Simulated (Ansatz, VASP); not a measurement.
**Two plane-wave programs on Sr**

```
Sr
1.0
     0.00000    3.01914    3.01914
     3.01914    0.00000    3.01914
     3.01914    3.01914    0.00000
Sr
1
Direct
  0.00000 0.00000 0.00000
```

Alike in both runs: task single point; functional PBE; k mesh 9 × 9 × 9; occupations methfessel-paxton of order 1, width 0.01 eV; no spin polarisation.

```csv
,VASP,Ansatz
version,VASP 6.6.1,Ansatz 0.2.0
potentials or method,"VASP PAW PBE potentials, release 64 (Sr_sv), cutoff 520 eV","plane waves (420 eV) with PAW, scalar-relativistic"
valence electrons in the cell,10,10
```

|  | VASP | Ansatz | Ansatz less VASP |
| --- | --- | --- | --- |
| pressure (GPa) | -0.1 | -0.1 | -0.01 |

The functional is the same, so the differences come from potentials, cutoffs and numerics.
